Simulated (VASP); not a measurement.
# CdTe (rocksalt type) (Fm-3m) in VASP: a series of runs

The runs below take CdTe (rocksalt type) through single point, with LDA.

Program: VASP 6.6.1. These are calculated values, not measurements. Logs are shortened: lines on timing, memory, paths and dates and some standing lists are left out, and cuts for length are marked.

## 1. The cell of the first run

It takes space group Fm-3m (No. 225, cubic). Conventional cell: a = 5.316 Å, b = 5.316 Å, c = 5.316 Å, α = 90.00°, β = 90.00°, γ = 90.00°. Within 3.5 Å of Cd (site symmetry m-3m) lie 6 Te at 2.66 Å. Within 3.5 Å of Te (site symmetry m-3m) lie 6 Cd at 2.66 Å.

## 2. Single point, LDA (18.78 Å³/atom)

Input file INCAR:

```
PREC = Accurate
ENCUT = 520
EDIFF = 1E-7
ISMEAR = -1
SIGMA = 0.05
LREAL = False
LASPH = True
NELM = 60
ALGO = Normal
ISIF = 2
LWAVE = False
LCHARG = True
LELF = True
LVHAR = True
NBANDS = 16
```

Input file KPOINTS:

```
Automatic mesh
0
Gamma
  13 13 13
```

Input file POSCAR:

```
CdTe
1.0
    0.0000000000      2.6579918931      2.6579918931
    2.6579918931      0.0000000000      2.6579918931
    2.6579918931      2.6579918931      0.0000000000
Cd Te
1 1
Direct
    0.0000000000      0.0000000000      0.0000000000
    0.5000000000      0.5000000000      0.5000000000
```

Potentials or basis: VASP PAW LDA potentials, release 64 (Cd, Te).

Run with:

```console
> cat potpaw_LDA.64/Cd/POTCAR potpaw_LDA.64/Te/POTCAR > POTCAR
> mpirun -np 1 vasp_std > vasp.out
```

OUTCAR:

```text
PREC = Accurate
   ENCUT = 520
   EDIFF = 1E-7
   ISMEAR = -1
   LREAL = False
   LASPH = True
   NELM = 60
   ISIF = 2

 ion  position               nearest neighbor table
   1  0.000  0.000  0.000-   2 2.66   2 2.66   2 2.66   2 2.66   2 2.66   2 2.66
   2  0.500  0.500  0.500-   1 2.66   1 2.66   1 2.66   1 2.66   1 2.66   1 2.66

  LATTYP: Found a face centered cubic cell.
 ALAT       =     5.3159837862

  Lattice vectors:

 A1 = (   0.0000000000,   2.6579918931,   2.6579918931)
 A2 = (   2.6579918931,   0.0000000000,   2.6579918931)
 A3 = (   2.6579918931,   2.6579918931,   0.0000000000)

Analysis of symmetry for initial positions (statically):
=====================================================================
 Subroutine PRICEL returns:
 Original cell was already a primitive cell.

 Routine SETGRP: Setting up the symmetry group for a
 face centered cubic supercell.

 Subroutine GETGRP returns: Found 48 space group operations
 (whereof 48 operations were pure point group operations)
 out of a pool of 48 trial point group operations.

The static configuration has the point symmetry O_h .

Analysis of symmetry for dynamics (positions and initial velocities):
=====================================================================
 Subroutine PRICEL returns:
 Original cell was already a primitive cell.

 Routine SETGRP: Setting up the symmetry group for a
 face centered cubic supercell.

 Subroutine GETGRP returns: Found 48 space group operations
 (whereof 48 operations were pure point group operations)
 out of a pool of 48 trial point group operations.

The dynamic configuration has the point symmetry O_h .

 Subroutine INISYM returns: Found 48 space group operations
 (whereof 48 operations are pure point group operations),
 and found     1 'primitive' translations

----------------------------------------------------------------------------------------

                                     Primitive cell

  volume of cell :      37.5570

  direct lattice vectors                    reciprocal lattice vectors
     0.000000000  2.657991893  2.657991893    -0.188111936  0.188111936  0.188111936
     2.657991893  0.000000000  2.657991893     0.188111936 -0.188111936  0.188111936
     2.657991893  2.657991893  0.000000000     0.188111936  0.188111936 -0.188111936

[... 73 lines left out ...]
 SYSTEM =  unknown system
   PREC   = accura    normal or accurate (medium, high low for compatibility)
   ISTART =      0    job   : 0-new  1-cont  2-samecut
   ICHARG =      2    charge: 1-file 2-atom 10-const
   ISPIN  =      1    spin polarized calculation?
   LNONCOLLINEAR =      F non collinear calculations
   LSORBIT =      F    spin-orbit coupling
   LASPH  =      T    aspherical Exc in radial PAW
   ENCUT  =  520.0 eV  38.22 Ry    6.18 a.u.   6.99  6.99  6.99*2*pi/ulx,y,z
   NELM   =     60;   NELMIN=  2; NELMDL= -5     # of ELM steps
   EDIFF  = 0.1E-06   stopping-criterion for ELM
   LREAL  =      F    real-space projection
   EDIFFG = 0.1E-05   stopping-criterion for IOM
   NSW    =      0    number of steps for IOM
   IBRION =     -1    ionic relax: 0-MD 1-quasi-New 2-CG
   NFREE  =      0    steps in history (QN), initial steepest desc. (CG)
   ISIF   =      2    stress and relaxation
   ISYM   =      2    0-nonsym 1-usesym 2-fastsym
   POTIM  = 0.5000    time-step for ionic-motion
   TEBEG  =    0.0;   TEEND  =   0.0 temperature during run
   PSTRESS=    0.0 pullay stress
   NELECT =      18.0000    total number of electrons
   NUPDOWN=      -1.0000    fix difference up-down
   EMIN   =  10.00;   EMAX   =-10.00  energy-range for DOS
   EFERMI =   0.00;   METHOD = LEGACY
   ISMEAR =    -1;   SIGMA  =   0.05  broadening in eV -4-tet -1-fermi 0-gaus
   EFERMI_NEDOS =   21; number of points for ismear=-14 and -15
   IALGO  =     38    algorithm
   IMIX   =      4    mixing-type and parameters
     AMIX     =   0.40;   BMIX     =  1.00
     AMIX_MAG =   1.60;   BMIX_MAG =  1.00
  volume/ion in A,a.u.               =      18.78       126.72
  Fermi-wavevector in a.u.,A,eV,Ry     =   1.281156  2.421034 22.332068  1.641361
  Thomas-Fermi vector in A             =   2.413542
   LORBIT       =      0    0 simple, 1 ext, 2 COOP (PROOUT), +10 PAW based schemes
   GGA     = CA    functional components
   LHFCALC =     F    Hartree Fock is set to
   AEXX    =    0.0000 exact exchange contribution
   IVDW    =     0    specifies the selected vdW correction
   LEPSILON=     F    determine dielectric tensor
   LRPA    =     F    only Hartree local field effects (RPA)
 non-spin polarized calculation
  energy-cutoff  :      520.00
  volume of cell :       37.56
 maximum number of plane-waves:      1023
   NGX = 13   NGY = 13   NGZ = 13

 number of electron      18.0000000 magnetization

 Free energy of the ion-electron system (eV)
  ---------------------------------------------------
  ext. energy  EPLUGINS =         0.00000000
  ---------------------------------------------------
  free energy    TOTEN  =        -4.24357568 eV

  energy without entropy =       -4.23969901  energy(sigma->0) =       -4.24163734

 E-fermi :   9.2030     XC(G=0): -12.0146

 val. band max:        9.1983635577   @ k =   0.3846   0.0000   0.0000
 cond. band min:       9.2625466980   @ k =  -0.2308   0.0769   0.0000
 fundamental gap:      0.0641831402
 Fermi energy:         9.2030254038

 k-point     1 :       0.0000    0.0000    0.0000
  band No.  band energies     occupation
      1      -6.0321      2.00000
      2      -0.7851      2.00000
      3      -0.7851      2.00000
      4      -0.7378      2.00000
      5      -0.7378      2.00000
      6      -0.7378      2.00000
[... 433 lines left out ...]
      3      -1.1278      2.00000
      4      -0.9765      2.00000
      5      -0.4509      2.00000
      6      -0.4298      2.00000
[... 8 lines left out ...]
     15      21.7428      0.00000
     16      22.3829      0.00000

 [... further k-points ...]
[... 5 lines left out ...]
  --------------------------------------------------------------------------------------
  -------------------------------------------------------------------------------------
  Total       11.1015440     11.1015440     11.1015440      0.0000000     -0.0000000      0.0000000
  in kB      473.5905367    473.5905367    473.5905367      0.0000000     -0.0000000      0.0000000
  external PRESSURE =     473.5905367 kB  Pullay stress =       0.0000000 kB

 VOLUME and BASIS-vectors are now :
 -----------------------------------------------------------------------------
  energy-cutoff  :      520.00
  volume of cell :       37.56
      direct lattice vectors                 reciprocal lattice vectors
     0.000000000  2.657991893  2.657991893    -0.188111936  0.188111936  0.188111936
     2.657991893  0.000000000  2.657991893     0.188111936 -0.188111936  0.188111936
     2.657991893  2.657991893  0.000000000     0.188111936  0.188111936 -0.188111936

 POSITION                                       TOTAL-FORCE (eV/Angst)
 -----------------------------------------------------------------------------------
      0.00000      0.00000      0.00000         0.000000      0.000000      0.000000
      2.65799      2.65799      2.65799        -0.000000     -0.000000     -0.000000
 -----------------------------------------------------------------------------------
    total drift:                               -0.000000      0.000000      0.000000

  FREE ENERGIE OF THE ION-ELECTRON SYSTEM (eV)
  ---------------------------------------------------
  free  energy   TOTEN  =        -4.2435756768 eV

  energy  without entropy=       -4.2396990110  energy(sigma->0) =       -4.24163734
```

stdout:

```text
POSCAR found type information on POSCAR CdTe
 POSCAR found :  2 types and       2 ions
 scaLAPACK will be used
 LDA part: xc-table for (Slater(with rela. corr.)+CA(PZ))
 , standard interpolation
 POSCAR, INCAR and KPOINTS ok, starting setup
 FFT: planning ... GRIDC
 FFT: planning ... GRID_SOFT
 FFT: planning ... GRID
 WAVECAR not read
 entering main loop
```

It took 64 s on 1 thread of Intel Xeon 8259CL, shared host; peak memory 0.18 GiB.

Results:

| Item | Value |
| --- | --- |
| Free energy | -4.2436 eV |
| Pressure | 47.4 GPa |
| Band gap on the k mesh | zero (bands 9 and 10 overlap by 1.96 eV) |

Caveat: the cell stands under pressure; spin-orbit coupling is left out, which moves the levels of the heavy elements.

## 3. Single point, LDA (20.87 Å³/atom)

This run uses another cell than the first one, of 20.87 Å³/atom.

Input file INCAR:

```
SYSTEM = CdTe
PREC = Accurate
ENCUT = 520
EDIFF = 1E-6
ISMEAR = -1
SIGMA = 0.05
LREAL = .FALSE.
LASPH = .TRUE.
NELM = 100
ALGO = Normal
ISIF = 2
LWAVE = .FALSE.
LCHARG = .FALSE.
NBANDS = 16
```

Input file KPOINTS:

```
regular mesh
0
G
  13 13 13
  0 0 0
```

Input file POSCAR:

```
CdTe
1.0
    0.0000000000      2.7529996036      2.7529996036
    2.7529996036      0.0000000000      2.7529996036
    2.7529996036      2.7529996036      0.0000000000
Cd Te
1 1
Direct
    0.0000000000      0.0000000000      0.0000000000
    0.5000000000      0.5000000000      0.5000000000
```

Potentials or basis: VASP PAW LDA potentials, release 64 (Cd, Te).

Run with:

```console
> cat potpaw_LDA.64/Cd/POTCAR potpaw_LDA.64/Te/POTCAR > POTCAR
> mpirun -np 1 vasp_std > vasp.out
```

Wall time 66 s (1 thread of Intel Xeon 8259CL, shared host); peak memory 0.19 GiB.

Results (log left out):

```yaml
Free_energy: -5.1618 eV
Pressure: 25.0 GPa
Band_gap_on_the_k_mesh: zero (bands 9 and 10 overlap by 1.82 eV)
```

Levels at points of the mesh, in eV from the Fermi level:
```tsv
k point	band 6	band 7	band 8	band 9	band 10	band 11	band 12	band 13
(0.00, 0.00, 0.00)	-9.31	-0.85	-0.85	-0.85	2.10	7.20	7.20	7.20
```

Caveat: the cell stands under pressure; spin-orbit coupling is left out, which moves the levels of the heavy elements.
